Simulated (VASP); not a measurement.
Wanted: the native input for a VASP 6.6.1 run.

| Property | Result |
| --- | --- |
| Task | single point |
| Functional | r2SCAN |
| Potentials or basis | VASP PAW PBE potentials, release 64 (Li_sv, H) |
| Cutoff | 520 eV |
| k mesh | 8 × 8 × 8 |
| Occupations | gaussian, width 0.05 eV |
| Spin | no spin polarisation |
| Dipole correction | no |
| Further INCAR settings | ALGO = Normal; EDIFF = 1e-06; NBANDS = 9 |

The system is LiH.

```
Li H
1.0
     0.00000    2.01638    2.07810
     2.01638    0.00000    2.07810
     2.01638    2.01638    0.00000
Li H
1 1
Direct
  0.00000 0.00000 0.00000
  0.50000 0.50000 0.50000
```

One way to write it, as run:

POSCAR

```
LiH
1.0
    0.0000000000      2.0163825000      2.0781042751
    2.0163825000      0.0000000000      2.0781042751
    2.0163825000      2.0163825000      0.0000000000
Li H
1 1
Direct
    0.0000000000      0.0000000000      0.0000000000
    0.5000000000      0.5000000000      0.5000000000
```

INCAR.step1

```
PREC = Accurate
ENCUT = 520
ISMEAR = 0
SIGMA = 0.05
LREAL = False
LASPH = True
NELM = 80
NBANDS = 9
GGA = PE
ALGO = Normal
EDIFF = 1E-4
LWAVE = True
LCHARG = False
```

INCAR.step2

```
PREC = Accurate
ENCUT = 520
EDIFF = 1E-6
ISMEAR = 0
SIGMA = 0.05
LREAL = False
LASPH = True
NELM = 80
ALGO = Normal
ISIF = 2
LWAVE = False
LCHARG = False
METAGGA = R2SCAN
LMIXTAU = True
NBANDS = 9
ISTART = 1
```

KPOINTS

```
Automatic mesh
0
Gamma
  8 8 8
```

Potentials or basis: VASP PAW PBE potentials, release 64 (Li_sv, H).

Command:

```sh
$ cat potpaw_PBE.64/Li_sv/POTCAR potpaw_PBE.64/H/POTCAR > POTCAR
$ cp INCAR.step1 INCAR
$ mpirun -np 1 vasp_std > vasp.out
$ cp INCAR.step2 INCAR
$ mpirun -np 1 vasp_std > vasp.out
```

Results of the run:

```json
{"Band gap on the k mesh": "3.27 eV, indirect (least direct gap 3.50 eV)"}
```

It took 28 s on 1 thread of AMD EPYC 9R45 96-Core Processor (Zen 5), on a shared host, peak memory 0.11 GiB.
